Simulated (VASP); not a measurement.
# Al33N31 (a cell with a defect) in VASP: further runs

Al33N31 (a cell with a defect) is run at these levels: PBEsol; tasks: single point.

All numbers are computed with VASP 6.6.1; they aren't measurements. Logs are shortened: lines on timing, memory, paths and dates and some standing lists are left out, and cuts for length are marked.

**1. The cell of the first run**

The cell holds a defect, 64 atoms: a = 8.755 Å, b = 8.755 Å, c = 8.755 Å, α = 90.00°, β = 90.00°, γ = 90.00°.

**2. Single point, PBEsol**

File INCAR:

```
SYSTEM = Al33N31
  ALGO = Normal
  EDIFF = 1E-6
  ENCUT = 520
  GGA = PS
  GGA_COMPAT = .FALSE.
  ISIF = 2
  ISMEAR = -1
  ISYM = -1
  LASPH = .TRUE.
  LCHARG = .FALSE.
  LREAL = Auto
  LWAVE = .FALSE.
  NBANDS = 165
  NELECT = 256.0
  NELM = 120
  PREC = Accurate
  SIGMA = 0.05
```

File KPOINTS:

```
explicit points
1
Reciprocal
  0.25000000   0.25000000   0.25000000 1
```

File POSCAR:

```
Al33N31
1.0
    8.7554440000      0.0000000000      0.0000000000
    0.0000000000      8.7554440000      0.0000000000
    0.0000000000      0.0000000000      8.7554440000
Al N
33 31
Direct
    0.9995230000      0.9995880000      0.9997810000
    0.0049420000      0.0049370000      0.4980420000
    0.0049150000      0.4977990000      0.0051720000
    0.9978190000      0.5012500000      0.5014040000
    0.4977930000      0.0049240000      0.0051350000
    0.5012870000      0.9977390000      0.5015180000
    0.5012040000      0.5012420000      0.9980110000
    0.4786150000      0.4786510000      0.4789430000
    0.6251640000      0.6254420000      0.6255340000
    0.2499710000      0.2499900000      0.0001680000
    0.2448910000      0.2448290000      0.4982170000
    0.2443340000      0.7519430000      0.0056400000
    0.2526020000      0.7484810000      0.5017240000
    0.7518670000      0.2444040000      0.0055830000
    0.7484810000      0.2526290000      0.5016490000
    0.7480720000      0.7480410000      0.9971900000
    0.7711960000      0.7712230000      0.4772980000
    0.2500400000      0.9999580000      0.2502620000
    0.2443580000      0.0053800000      0.7521220000
    0.2448900000      0.4979610000      0.2450660000
    0.2525350000      0.5015060000      0.7487430000
    0.7518590000      0.0054020000      0.2445850000
    0.7480100000      0.9969150000      0.7482330000
    0.7484790000      0.5014700000      0.2528310000
    0.7711020000      0.4771610000      0.7713810000
    0.9999760000      0.2499800000      0.2502370000
    0.0053150000      0.2444550000      0.7521220000
    0.0054140000      0.7519690000      0.2446390000
    0.9969080000      0.7480600000      0.7482760000
    0.4979140000      0.2448550000      0.2451030000
    0.5014090000      0.2525970000      0.7487260000
    0.5014480000      0.7484790000      0.2527770000
    0.4770320000      0.7712370000      0.7715870000
    0.1249770000      0.1249160000      0.1251730000
    0.1249730000      0.1250110000      0.6251920000
    0.1249880000      0.6249630000      0.1252190000
    0.1250670000      0.6251240000      0.6252900000
    0.6249510000      0.1250050000      0.1251750000
    0.6250730000      0.1251850000      0.6252960000
    0.6250710000      0.6250840000      0.1253360000
    0.3739830000      0.3739330000      0.1242400000
    0.3632330000      0.3633520000      0.6250570000
    0.3739670000      0.8762820000      0.1266180000
    0.3629800000      0.8875910000      0.6259190000
    0.8762730000      0.3739330000      0.1266460000
    0.8876060000      0.3630740000      0.6258370000
    0.8759530000      0.8759530000      0.1236910000
    0.8864750000      0.8864540000      0.6244020000
    0.3740370000      0.1240180000      0.3742330000
    0.3739440000      0.1263710000      0.8764670000
    0.3633180000      0.6247870000      0.3635170000
    0.3628910000      0.6257480000      0.8878910000
    0.8762730000      0.1263780000      0.3741740000
    0.8759090000      0.1234790000      0.8761110000
    0.8876480000      0.6257680000      0.3631330000
    0.8864680000      0.6241780000      0.8866710000
    0.1241390000      0.3739470000      0.3741920000
    0.1263790000      0.3739580000      0.8764790000
    0.1264620000      0.8762890000      0.3742000000
    0.1234330000      0.8759500000      0.8761460000
    0.6247670000      0.3633500000      0.3634900000
    0.6256510000      0.3630090000      0.8878290000
    0.6256900000      0.8876080000      0.3631250000
    0.6242430000      0.8864400000      0.8867040000
```

Potentials or basis: VASP PAW PBE potentials, release 64 (Al, N).

Started as:

```sh
$ cat potpaw_PBE.64/Al/POTCAR potpaw_PBE.64/N/POTCAR > POTCAR
$ mpirun -np 1 vasp_std > vasp.out
```

OUTCAR:

```text
SYSTEM = Al33N31
   EDIFF = 1E-6
   ENCUT = 520
   GGA = PS
   ISIF = 2
   ISMEAR = -1
   ISYM = -1
   LASPH = .TRUE.
   LREAL = Auto
   NELECT = 256.0
   NELM = 120
   PREC = Accurate

 ion  position               nearest neighbor table
   1  1.000  1.000  1.000-  47 1.88  54 1.88  60 1.88  34 1.90  12 3.05  22 3.05  14 3.05  28 3.05
                            19 3.05  27 3.05  26 3.10  10 3.10  18 3.10  16 3.11  29 3.11  23 3.11
   2  0.005  0.005  0.498-  48 1.84  35 1.86  53 1.89  59 1.89  17 2.90  11 2.97  26 3.05  18 3.05
                            19 3.06  27 3.06  13 3.12  15 3.12  28 3.13  22 3.14  29 3.14  23 3.14
   3  0.005  0.498  0.005-  56 1.84  36 1.86  45 1.89  58 1.89  25 2.90  20 2.97  10 3.05  26 3.05
                            12 3.06  28 3.06  21 3.12  24 3.12  27 3.14  14 3.14  16 3.14  29 3.14
   4  0.998  0.501  0.501-  46 1.89  55 1.89  37 1.90  57 1.93  29 3.06  24 3.08  15 3.08  17 3.09
                            25 3.09  13 3.11  21 3.11  26 3.11  20 3.12  11 3.12  28 3.14  27 3.14
   5  0.498  0.005  0.005-  64 1.84  38 1.86  43 1.89  50 1.89  33 2.90  30 2.97  18 3.05  10 3.05
                            22 3.06  14 3.06  31 3.12  32 3.12  12 3.14  19 3.14  23 3.14  16 3.14
   6  0.501  0.998  0.502-  44 1.89  63 1.89  39 1.90  49 1.93  23 3.05  13 3.08  32 3.08  17 3.09
                            33 3.09  31 3.11  15 3.11  18 3.11  11 3.12  30 3.12  22 3.14  19 3.14
   7  0.501  0.501  0.998-  62 1.89  52 1.89  40 1.90  41 1.92  16 3.06  31 3.08  21 3.08  33 3.09
                            25 3.09  32 3.11  24 3.11  10 3.11  20 3.12  30 3.12  14 3.14  12 3.14
   8  0.479  0.479  0.479-  42 1.92  51 1.92  61 1.92   9 2.22  11 2.90  20 2.90  30 2.90  31 3.09
                            13 3.09  21 3.09  15 3.09  24 3.09  32 3.09
   9  0.625  0.625  0.626-   8 2.22  33 2.22  17 2.22  25 2.22
  10  0.250  0.250  0.000-  58 1.88  50 1.88  41 1.88  34 1.90  19 3.05  27 3.05   3 3.05  20 3.05
                            30 3.05   5 3.05  26 3.10  18 3.10   1 3.10   7 3.11  31 3.11  21 3.11
  11  0.245  0.245  0.498-  42 1.84  35 1.85  57 1.89  49 1.89   8 2.90   2 2.97  18 3.05  26 3.05
                            19 3.06  27 3.06   6 3.12   4 3.12  30 3.13  20 3.13  31 3.14  21 3.14
  12  0.244  0.752  0.006-  52 1.83  36 1.85  60 1.89  43 1.90  33 2.89  28 2.96   1 3.05  18 3.05
                            20 3.06   3 3.06  32 3.12  29 3.13   5 3.14  19 3.14  21 3.14   7 3.14
  13  0.253  0.748  0.502-  51 1.89  37 1.89  44 1.90  59 1.93  21 3.06  33 3.08  32 3.08   6 3.08
                             8 3.09   4 3.11  29 3.11  18 3.11   2 3.12  28 3.12  20 3.14  19 3.14
  14  0.752  0.244  0.006-  62 1.83  38 1.85  54 1.89  45 1.90  25 2.90  22 2.96   1 3.05  26 3.05
                            30 3.06   5 3.06  24 3.12  23 3.13   3 3.14  27 3.14  31 3.14   7 3.14
  15  0.748  0.253  0.502-  61 1.89  39 1.89  46 1.90  53 1.93  31 3.06  25 3.08  24 3.08   4 3.08
                             8 3.09   6 3.11  23 3.11  26 3.11   2 3.12  22 3.12  30 3.14  27 3.14
  16  0.748  0.748  0.997-  40 1.89  64 1.89  56 1.89  47 1.93   7 3.06  29 3.08  23 3.08  25 3.09
[... 64 lines left out ...]
  63  0.626  0.888  0.363-  22 1.83   6 1.89  32 1.90  17 1.91
  64  0.624  0.886  0.887-   5 1.84  16 1.89  23 1.89  33 1.92

IMPORTANT INFORMATION: All symmetrisations will be switched off!
NOSYMM: (Re-)initialisation of all symmetry stuff for point group C_1.

----------------------------------------------------------------------------------------

                                     Primitive cell

  volume of cell :     671.1731

  direct lattice vectors                    reciprocal lattice vectors
     8.755444000  0.000000000  0.000000000     0.114214653  0.000000000  0.000000000
     0.000000000  8.755444000  0.000000000     0.000000000  0.114214653  0.000000000
     0.000000000  0.000000000  8.755444000     0.000000000  0.000000000  0.114214653

  length of vectors
     8.755444000  8.755444000  8.755444000     0.114214653  0.114214653  0.114214653

[... 48 lines left out ...]
   TEBEG  =    0.0;   TEEND  =   0.0 temperature during run
   PSTRESS=    0.0 pullay stress
   NELECT =     256.0000    total number of electrons
   NUPDOWN=      -1.0000    fix difference up-down
   EMIN   =  10.00;   EMAX   =-10.00  energy-range for DOS
   EFERMI =   0.00;   METHOD = LEGACY
   ISMEAR =    -1;   SIGMA  =   0.05  broadening in eV -4-tet -1-fermi 0-gaus
   EFERMI_NEDOS =   21; number of points for ismear=-14 and -15
   IALGO  =     38    algorithm
   IMIX   =      4    mixing-type and parameters
     AMIX     =   0.40;   BMIX     =  1.00
     AMIX_MAG =   1.60;   BMIX_MAG =  1.00
  volume/ion in A,a.u.               =      10.49        70.77
  Fermi-wavevector in a.u.,A,eV,Ry     =   1.187253  2.243583 19.178363  1.409570
  Thomas-Fermi vector in A             =   2.323408
   LORBIT       =      0    0 simple, 1 ext, 2 COOP (PROOUT), +10 PAW based schemes
   GGA     = PS    functional components
   LHFCALC =     F    Hartree Fock is set to
   AEXX    =    0.0000 exact exchange contribution
   IVDW    =     0    specifies the selected vdW correction
   LEPSILON=     F    determine dielectric tensor
   LRPA    =     F    only Hartree local field effects (RPA)
 non-spin polarized calculation
  energy-cutoff  :      520.00
  volume of cell :      671.17
 maximum number of plane-waves:     18052
 NGX is ok and might be reduce to    70
   NGX = 33   NGY = 33   NGZ = 33

 number of electron     255.9999971 magnetization

 Free energy of the ion-electron system (eV)
  ---------------------------------------------------
  ext. energy  EPLUGINS =         0.00000000
  ---------------------------------------------------
  free energy    TOTEN  =      -465.64790278 eV

  energy without entropy =     -465.64664963  energy(sigma->0) =     -465.64727621

 E-fermi :   9.2789     XC(G=0): -11.1805

 val. band max:        8.8830428544   @ k =   0.2500   0.2500   0.2500
 cond. band min:       9.6402530339   @ k =   0.2500   0.2500   0.2500
 fundamental gap:      0.7572101796
 Fermi energy:         9.2789151435

 k-point     1 :       0.2500    0.2500    0.2500
  band No.  band energies     occupation
      1      -8.9131      2.00000
      2      -8.3706      2.00000
      3      -8.3703      2.00000
      4      -8.2296      2.00000
      5      -7.8525      2.00000
      6      -7.8522      2.00000
[... 132 lines left out ...]
    139      11.7039      0.00000
    140      11.8056      0.00000
 [bands above 140 left out]

------------------------ aborting loop because EDIFF is reached ----------------------------------------

  FORCE on cell =-STRESS in cart. coord.  units (eV):
  Direction    XX          YY          ZZ          XY          YZ          ZX
  --------------------------------------------------------------------------------------
  -------------------------------------------------------------------------------------
  Total       49.2085158     49.2054455     49.1948245     -1.9129225     -1.9971515     -1.9998738
  in kB      117.4671210    117.4597919    117.4344380     -4.5663946     -4.7674602     -4.7739587
  external PRESSURE =     117.4537837 kB  Pullay stress =       0.0000000 kB

 VOLUME and BASIS-vectors are now :
 -----------------------------------------------------------------------------
  energy-cutoff  :      520.00
  volume of cell :      671.17
      direct lattice vectors                 reciprocal lattice vectors
     8.755444000  0.000000000  0.000000000     0.114214653  0.000000000  0.000000000
     0.000000000  8.755444000  0.000000000     0.000000000  0.114214653  0.000000000
     0.000000000  0.000000000  8.755444000     0.000000000  0.000000000  0.114214653

 POSITION                                       TOTAL-FORCE (eV/Angst)
 -----------------------------------------------------------------------------------
      8.75127      8.75184      8.75353         0.006091      0.002475     -0.000791
      0.04327      0.04323      4.36058         0.007348      0.006405     -0.002712
      0.04303      4.35845      0.04528         0.006028      0.000132      0.005757
      8.73635      4.38867      4.39001        -0.000260      0.006647      0.000088
      4.35840      0.04311      0.04496         0.003490      0.007536      0.008548
      4.38899      8.73565      4.39101         0.002739     -0.001750     -0.002319
[... 56 lines left out ...]
      5.47819      7.77140      3.17932        -0.019050     -0.014981      0.011999
      5.46552      7.76118      7.76349        -0.006449     -0.001882     -0.004841
 -----------------------------------------------------------------------------------
    total drift:                                0.004691      0.006210      0.016980

  FREE ENERGIE OF THE ION-ELECTRON SYSTEM (eV)
  ---------------------------------------------------
  free  energy   TOTEN  =      -465.6479027836 eV

  energy  without entropy=     -465.6466496270  energy(sigma->0) =     -465.64727621
```

It took 4.8 min on 1 thread of Intel Xeon Platinum 8488C (Sapphire Rapids), shared host; peak memory 0.68 GiB.

What came out:

```yaml
Free_energy: -465.6479 eV
Largest_force: 0.038 eV/Å
```

Forces on the atoms (eV/Å):
```
Al   0.006  0.002 -0.001
Al   0.007  0.006 -0.003
Al   0.006  0.000  0.006
Al   0.000  0.007  0.000
Al   0.003  0.008  0.009
Al   0.003 -0.002 -0.002
Al   0.003  0.005  0.000
Al  -0.011 -0.013 -0.013
Al   0.002 -0.004 -0.005
Al   0.007  0.003  0.004
Al   0.004  0.005 -0.007
Al   0.002  0.020 -0.001
Al   0.004  0.004 -0.004
Al   0.022  0.004 -0.002
Al   0.006  0.001  0.001
Al   0.011  0.009  0.003
Al   0.024  0.021 -0.001
Al   0.005  0.003  0.003
Al   0.003 -0.001  0.015
Al   0.004 -0.007  0.004
Al   0.002  0.003  0.002
Al   0.026  0.000  0.001
Al   0.013  0.005  0.011
Al   0.008  0.004 -0.004
Al   0.028  0.001  0.020
Al   0.004  0.005  0.005
Al   0.004  0.000  0.010
Al   0.004  0.017 -0.005
Al   0.002  0.009  0.012
Al   0.004  0.003  0.000
Al   0.002  0.004  0.003
Al   0.001  0.007  0.003
Al  -0.001  0.024  0.014
N   -0.005  0.000 -0.001
N   -0.011 -0.006 -0.006
N   -0.011 -0.008 -0.005
N    0.007 -0.007 -0.001
N   -0.014 -0.006 -0.004
N   -0.001 -0.003 -0.001
N   -0.001 -0.004  0.001
N   -0.008  0.001  0.003
N    0.004 -0.006 -0.004
N   -0.010 -0.006 -0.004
N    0.002 -0.009 -0.010
N   -0.007 -0.006 -0.005
N   -0.019 -0.001 -0.010
N   -0.004  0.000  0.001
N   -0.011 -0.005  0.000
N   -0.008  0.003 -0.001
N   -0.008 -0.001 -0.004
N   -0.003 -0.003  0.000
N    0.009 -0.026 -0.015
N   -0.008  0.000 -0.007
N   -0.004  0.002  0.002
N   -0.021 -0.028  0.015
N   -0.011  0.000 -0.006
N   -0.007 -0.002 -0.004
N   -0.004 -0.006 -0.002
N   -0.007 -0.006 -0.006
N    0.000 -0.001  0.001
N   -0.006 -0.005  0.006
N   -0.016  0.002 -0.017
N   -0.019 -0.015  0.012
N   -0.006 -0.002 -0.005
```

Levels at points of the mesh, in eV from the Fermi level:
| k point | band 124 | band 125 | band 126 | band 127 | band 128 | band 129 | band 130 | band 131 | band 132 | band 133 |
| --- | --- | --- | --- | --- | --- | --- | --- | --- | --- | --- |
| (0.25, 0.25, 0.25) | -3.56 | -3.28 | -0.56 | -0.40 | -0.40 | 0.36 | 0.73 | 0.73 | 1.59 | 1.76 |

Caveat: the cell carries a net charge on a neutralising background, which shifts energy and pressure; the cell is charged against a uniform background, so pressure and absolute levels hang on convention; the PAW data sets were made with another functional, which shifts forces and pressure a little.

(Part 1 of 2 ends here.)
